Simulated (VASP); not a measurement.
# Hf (I4/mmm) in VASP: further runs

Hf is run at these levels: PBEsol; tasks: single point.

Everything below comes from runs of VASP 6.6.1. Logs are shortened: lines on timing, memory, paths and dates and some standing lists are left out, and cuts for length are marked.

## 1. The cell of the first run

Symmetry: I4/mmm, No. 139, tetragonal system. Conventional cell: a = 3.659 Å, b = 3.659 Å, c = 3.513 Å, α = 90.00°, β = 90.00°, γ = 90.00°. Hf (site symmetry 4/mmm) has 14 Hf at 3.13 to 3.66 Å within 4.1 Å.

## 2. Single point, PBEsol

Input file INCAR:

```
PREC = Accurate
ENCUT = 520
EDIFF = 1E-6
ISMEAR = 0
SIGMA = 0.15
LREAL = F
LASPH = T
NELM = 60
ALGO = Fast
ISIF = 2
LWAVE = F
LCHARG = F
GGA = PS
NBANDS = 11
```

Input file KPOINTS:

```
Automatic mesh
0
Gamma
  20 20 20
```

Input file POSCAR:

```
Hf
1.0
   -1.8297291003      1.8297291003      1.7565399363
    1.8297291003     -1.8297291003      1.7565399363
    1.8297291003      1.8297291003     -1.7565399363
Hf
1
Direct
    0.0000000000      0.0000000000      0.0000000000
```

Potentials or basis: VASP PAW PBE potentials, release 64 (Hf_pv).

On the command line:

```sh
$ cat potpaw_PBE.64/Hf_pv/POTCAR > POTCAR
$ mpirun -np 1 vasp_std > vasp.out
```

OUTCAR:

```text
PREC = Accurate
   ENCUT = 520
   EDIFF = 1E-6
   ISMEAR = 0
   LREAL = F
   LASPH = T
   NELM = 60
   ISIF = 2
   GGA = PS

 ion  position               nearest neighbor table
   1  0.000  0.000  0.000-

  LATTYP: Found a body centered tetragonal cell.
 ALAT       =     3.6594582006
 C/A-ratio  =     0.9600000000

  Lattice vectors:

 A1 = (  -1.8297291003,   1.8297291003,   1.7565399363)
 A2 = (   1.8297291003,  -1.8297291003,   1.7565399363)
 A3 = (   1.8297291003,   1.8297291003,  -1.7565399363)

Analysis of symmetry for initial positions (statically):
=====================================================================
 Subroutine PRICEL returns:
 Original cell was already a primitive cell.

 Routine SETGRP: Setting up the symmetry group for a
 body centered tetragonal supercell.

 Subroutine GETGRP returns: Found 16 space group operations
 (whereof 16 operations were pure point group operations)
 out of a pool of 16 trial point group operations.

The static configuration has the point symmetry D_4h.

Analysis of symmetry for dynamics (positions and initial velocities):
=====================================================================
 Subroutine PRICEL returns:
 Original cell was already a primitive cell.

 Routine SETGRP: Setting up the symmetry group for a
 body centered tetragonal supercell.

 Subroutine GETGRP returns: Found 16 space group operations
 (whereof 16 operations were pure point group operations)
 out of a pool of 16 trial point group operations.

The dynamic configuration has the point symmetry D_4h.

 Subroutine INISYM returns: Found 16 space group operations
 (whereof 16 operations are pure point group operations),
 and found     1 'primitive' translations

----------------------------------------------------------------------------------------

                                     Primitive cell

  volume of cell :      23.5229

  direct lattice vectors                    reciprocal lattice vectors
    -1.829729100  1.829729100  1.756539936     0.000000000  0.273264496  0.284650516
     1.829729100 -1.829729100  1.756539936     0.273264496  0.000000000  0.284650516
     1.829729100  1.829729100 -1.756539936     0.273264496  0.273264496  0.000000000

  length of vectors
     3.127498954  3.127498954  3.127498954     0.394587634  0.394587634  0.386454356

  position of ions in fractional coordinates (direct lattice)
     0.000000000  0.000000000  0.000000000

  ion indices of the primitive-cell ions
   primitive index   ion index
                 1           1

----------------------------------------------------------------------------------------

 KPOINTS: Automatic mesh

Automatic generation of k-mesh.
 Grid dimensions read from file:
 generate k-points for:   20   20   20

 Generating k-lattice:

  Cartesian coordinates                     Fractional coordinates (reciprocal lattice)
     0.000000000  0.013663225  0.014232526     0.050000000 -0.000000000  0.000000000
     0.013663225  0.000000000  0.014232526    -0.000000000  0.050000000  0.000000000
     0.013663225  0.013663225  0.000000000     0.000000000  0.000000000  0.050000000

  Length of vectors
     0.019729382  0.019729382  0.019322718

  Shift w.r.t. Gamma in fractional coordinates (k-lattice)
     0.000000000  0.000000000  0.000000000

 Subroutine IBZKPT returns following result:
 ===========================================

 Found    641 irreducible k-points:

 Following reciprocal coordinates:
            Coordinates               Weight
  0.000000  0.000000  0.000000      1.000000
  0.050000  0.000000  0.000000      8.000000
  0.100000  0.000000  0.000000      8.000000
  0.150000  0.000000  0.000000      8.000000
  0.200000  0.000000  0.000000      8.000000
  0.250000  0.000000  0.000000      8.000000
[... 16 lines left out ...]
 -0.400000  0.050000  0.000000     16.000000
 -0.350000  0.050000  0.000000     16.000000
 [... further k-points ...]
   k-points           NKPTS =    641   k-points in BZ     NKDIM =    641   number of bands    NBANDS=     11
   number of dos      NEDOS =    301   number of ions     NIONS =      1
   total plane-waves  NPLWV =  13824
   dimension x,y,z NGX =    24 NGY =   24 NGZ =   24
   dimension x,y,z NGXF=    48 NGYF=   48 NGZF=   48
   ions per type =               1
   NGX,Y,Z   is equivalent  to a cutoff of  12.76, 12.76, 12.76 a.u.
   NGXF,Y,Z  is equivalent  to a cutoff of  25.51, 25.51, 25.51 a.u.
 SYSTEM =  unknown system
   PREC   = accura    normal or accurate (medium, high low for compatibility)
   ISTART =      0    job   : 0-new  1-cont  2-samecut
   ICHARG =      2    charge: 1-file 2-atom 10-const
   ISPIN  =      1    spin polarized calculation?
   LNONCOLLINEAR =      F non collinear calculations
   LSORBIT =      F    spin-orbit coupling
   LASPH  =      T    aspherical Exc in radial PAW
   ENCUT  =  520.0 eV  38.22 Ry    6.18 a.u.   5.82  5.82  5.82*2*pi/ulx,y,z
   NELM   =     60;   NELMIN=  2; NELMDL= -5     # of ELM steps
   EDIFF  = 0.1E-05   stopping-criterion for ELM
   LREAL  =      F    real-space projection
   EDIFFG = 0.1E-04   stopping-criterion for IOM
   NSW    =      0    number of steps for IOM
   IBRION =     -1    ionic relax: 0-MD 1-quasi-New 2-CG
   NFREE  =      0    steps in history (QN), initial steepest desc. (CG)
   ISIF   =      2    stress and relaxation
   ISYM   =      2    0-nonsym 1-usesym 2-fastsym
   POTIM  = 0.5000    time-step for ionic-motion
   TEBEG  =    0.0;   TEEND  =   0.0 temperature during run
   PSTRESS=    0.0 pullay stress
   NELECT =      10.0000    total number of electrons
   NUPDOWN=      -1.0000    fix difference up-down
   EMIN   =  10.00;   EMAX   =-10.00  energy-range for DOS
   EFERMI =   0.00;   METHOD = LEGACY
   ISMEAR =     0;   SIGMA  =   0.15  broadening in eV -4-tet -1-fermi 0-gaus
   EFERMI_NEDOS =   21; number of points for ismear=-14 and -15
   IALGO  =     68    algorithm
   IMIX   =      4    mixing-type and parameters
     AMIX     =   0.40;   BMIX     =  1.00
     AMIX_MAG =   1.60;   BMIX_MAG =  1.00
  volume/ion in A,a.u.               =      23.52       158.74
  Fermi-wavevector in a.u.,A,eV,Ry     =   1.230961  2.326179 20.616432  1.515265
  Thomas-Fermi vector in A             =   2.365789
   LORBIT       =      0    0 simple, 1 ext, 2 COOP (PROOUT), +10 PAW based schemes
   GGA     = PS    functional components
   LHFCALC =     F    Hartree Fock is set to
   AEXX    =    0.0000 exact exchange contribution
   IVDW    =     0    specifies the selected vdW correction
   LEPSILON=     F    determine dielectric tensor
   LRPA    =     F    only Hartree local field effects (RPA)
 non-spin polarized calculation
 RMM-DIIS sequential band-by-band and
 Gauss-broadening in eV      SIGMA  =   0.15
  energy-cutoff  :      520.00
  volume of cell :       23.52
 maximum number of plane-waves:       654
   NGX = 11   NGY = 11   NGZ = 11

 number of electron      10.0000000 magnetization

 Free energy of the ion-electron system (eV)
  ---------------------------------------------------
  ext. energy  EPLUGINS =         0.00000000
  ---------------------------------------------------
  free energy    TOTEN  =       -10.27691148 eV

  energy without entropy =      -10.25298007  energy(sigma->0) =      -10.26494577

 E-fermi :   4.0962     XC(G=0): -11.1644

 val. band max:        4.0944930420   @ k =  -0.3500   0.3500   0.1000
 cond. band min:       4.0970119875   @ k =  -0.4000   0.1500   0.0500
 fundamental gap:      0.0025189455
 Fermi energy:         4.0961869512

 k-point     1 :       0.0000    0.0000    0.0000
  band No.  band energies     occupation
      1     -25.8956      2.00000
      2     -25.8956      2.00000
      3     -25.8937      2.00000
      4      -2.7905      2.00000
      5       5.2768      0.00000
      6       5.7118      0.00000
      7       5.7118      0.00000
      8       7.8897      0.00000
      9       8.4894      0.00000
     10      16.9710      0.00000
     11      16.9710      0.00000

 k-point     2 :       0.0500    0.0000    0.0000
  band No.  band energies     occupation
      1     -25.9128      2.00000
      2     -25.9015      2.00000
      3     -25.8950      2.00000
      4      -2.7014      2.00000
      5       5.2810      0.00000
      6       5.6846      0.00000
      7       5.7282      0.00000
      8       7.8717      0.00000
      9       8.4081      0.00000
     10      17.1380      0.00000
     11      17.1391      0.00000

 k-point     3 :       0.1000    0.0000    0.0000
  band No.  band energies     occupation
      1     -25.9648      2.00000
      2     -25.9185      2.00000
      3     -25.8959      2.00000
      4      -2.4393      2.00000
      5       5.1911      0.00000
      6       5.5813      0.00000
      7       5.8923      0.00000
      8       7.8126      0.00000
      9       8.2559      0.00000
     10      17.4843      0.00000
     11      17.6283      0.00000

 k-point     4 :       0.1500    0.0000    0.0000
  band No.  band energies     occupation
      1     -26.0449      2.00000
      2     -25.9449      2.00000
      3     -25.8972      2.00000
      4      -2.0209      2.00000
      5       4.9637      0.00000
      6       5.3604      0.00000
      7       6.2765      0.00000
      8       7.7454      0.00000
      9       8.1780      0.00000
     10      17.7499      0.00000
     11      18.4003      0.00000
[... 239 lines left out ...]
 k-point    22 :      -0.4500    0.0500   -0.0000
  band No.  band energies     occupation
      1     -26.5463      2.00000
      2     -26.1217      2.00000
      3     -25.9126      2.00000
      4       0.8271      2.00000
      5       3.6146      1.99999
      6       4.7061      0.00000
      7       8.1475      0.00000
      8       8.9695      0.00000
      9      10.6952      0.00000
     10      14.0012      0.00000
     11      14.8878      0.00000

 k-point    23 :      -0.4000    0.0500    0.0000
  band No.  band energies     occupation
      1     -26.4872      2.00000
      2     -26.0997      2.00000
      3     -25.9110      2.00000
      4       0.5638      2.00000
      5       3.7585      1.99855
      6       4.4321      0.00154
      7       8.1684      0.00000
      8       8.7358      0.00000
      9       9.8522      0.00000
     10      14.7270      0.00000
     11      15.6625      0.00000

 k-point    24 :      -0.3500    0.0500    0.0000
  band No.  band energies     occupation
      1     -26.4051      2.00000
      2     -26.0693      2.00000
      3     -25.9091      2.00000
      4       0.1070      2.00000
      5       3.9635      1.78894
      6       4.3565      0.01413
      7       8.0431      0.00000
      8       8.5464      0.00000
      9       8.9465      0.00000
     10      15.5851      0.00000
     11      16.7405      0.00000

 [... further k-points ...]
[... 5 lines left out ...]
  --------------------------------------------------------------------------------------
  -------------------------------------------------------------------------------------
  Total       -1.2378695     -1.2378695     -1.5708193      0.0000000      0.0000000      0.0000000
  in kB      -84.3128659    -84.3128659   -106.9904967      0.0000000      0.0000000      0.0000000
  external PRESSURE =     -91.8720762 kB  Pullay stress =       0.0000000 kB

 VOLUME and BASIS-vectors are now :
 -----------------------------------------------------------------------------
  energy-cutoff  :      520.00
  volume of cell :       23.52
      direct lattice vectors                 reciprocal lattice vectors
    -1.829729100  1.829729100  1.756539936     0.000000000  0.273264496  0.284650516
     1.829729100 -1.829729100  1.756539936     0.273264496  0.000000000  0.284650516
     1.829729100  1.829729100 -1.756539936     0.273264496  0.273264496  0.000000000

 POSITION                                       TOTAL-FORCE (eV/Angst)
 -----------------------------------------------------------------------------------
      0.00000      0.00000      0.00000        -0.000000      0.000000     -0.000000
 -----------------------------------------------------------------------------------
    total drift:                                0.000000      0.000000      0.000000

  FREE ENERGIE OF THE ION-ELECTRON SYSTEM (eV)
  ---------------------------------------------------
  free  energy   TOTEN  =       -10.2769114752 eV

  energy  without entropy=      -10.2529800743  energy(sigma->0) =      -10.26494577
```

It took 74 s on 1 thread of AMD EPYC 9R45 (Zen 5), shared host; peak memory 0.25 GiB.

Results:

```
Free energy            : -10.2769 eV
Pressure               : -9.2 GPa
Band gap on the k mesh : zero (bands 5 and 6 overlap by 2.11 eV)
```

Stress tensor (GPa, compression positive):
```
 -8.43   0.00   0.00
  0.00  -8.43   0.00
  0.00   0.00 -10.70
```

Levels at points of the mesh, in eV from the Fermi level:
```csv
k point,band 3,band 4,band 5,band 6,band 7,band 8
"(0.00, 0.00, 0.00)",-29.99,-6.89,1.18,1.62,1.62,3.79
"(0.50, 0.00, 0.00)",-30.00,-3.22,-0.58,0.99,4.00,5.06
"(0.50, 0.50, 0.00)",-29.98,-3.29,-0.13,0.75,3.53,4.67
"(0.50, 0.50, 0.50)",-30.44,-2.42,-2.32,6.35,6.35,6.49
```

Caveat: the cell stands under tension; the PAW data sets were made with another functional, which shifts forces and pressure a little; spin-orbit coupling is left out, which moves the levels of the heavy elements.

## 3. Single point, PBEsol

Input file INCAR:

```
SYSTEM = Hf
PREC     = Accurate       ! precision mode
ENCUT    = 520            ! plane-wave cutoff, eV
EDIFF    = 1E-7           ! SCF threshold, eV
ISMEAR   = 0              ! smearing method
SIGMA    = 0.15           ! smearing width, eV
LREAL    = .False.        ! projectors in reciprocal space
LASPH    = .True.         ! aspherical terms in the spheres
NELM     = 60             ! most SCF steps
ALGO     = Fast           ! electronic algorithm
ISIF     = 2              ! what is computed and relaxed
LWAVE    = .False.        ! write WAVECAR
LCHARG   = .False.        ! write CHGCAR
GGA      = PS             ! functional
NBANDS   = 11             ! bands
```

Input file KPOINTS:

```
Automatic mesh
0
Gamma
  20 20 20
  0 0 0
```

Input file POSCAR:

```
Hf
1.0
   -1.7758820050      1.7758820050      1.8646761052
    1.7758820050     -1.7758820050      1.8646761052
    1.7758820050      1.7758820050     -1.8646761052
Hf
1
Direct
    0.0000000000      0.0000000000      0.0000000000
```

Potentials or basis: VASP PAW PBE potentials, release 64 (Hf_pv).

On the command line:

```sh
$ cat potpaw_PBE.64/Hf_pv/POTCAR > POTCAR
$ mpirun -np 1 vasp_std > vasp.out
```

It took 98 s on 1 thread of AMD EPYC 9R45 (Zen 5), shared host; peak memory 0.24 GiB.

Results (log left out):

| Quantity | Value |
| --- | --- |
| Free energy | -10.2778 eV |
| Pressure | -9.2 GPa |
| Band gap on the k mesh | zero (bands 5 and 6 overlap by 2.06 eV) |

Stress tensor (GPa, compression positive):
```
-9.91  0.00  0.00
 0.00 -9.91  0.00
 0.00  0.00 -7.85
```

Levels at points of the mesh, in eV from the Fermi level:
```csv
k point,band 1,band 2,band 3,band 4,band 5,band 6,band 7,band 8,band 9,band 10
"(0.00, 0.00, 0.00)",-29.99,-29.99,-29.99,-6.89,1.31,1.31,1.80,3.75,4.42,12.61
"(0.50, 0.00, 0.00)",-30.69,-30.21,-29.99,-3.27,-0.25,0.82,3.58,4.86,7.09,9.39
"(0.50, 0.50, 0.00)",-30.68,-30.24,-30.02,-3.19,-0.77,1.09,4.34,5.09,7.23,9.59
"(0.50, 0.50, 0.50)",-30.53,-30.46,-30.46,-2.44,-2.30,6.11,6.29,6.45,6.45,7.20
```

Caveat: the cell stands under tension; the PAW data sets were made with another functional, which shifts forces and pressure a little; spin-orbit coupling is left out, which moves the levels of the heavy elements.
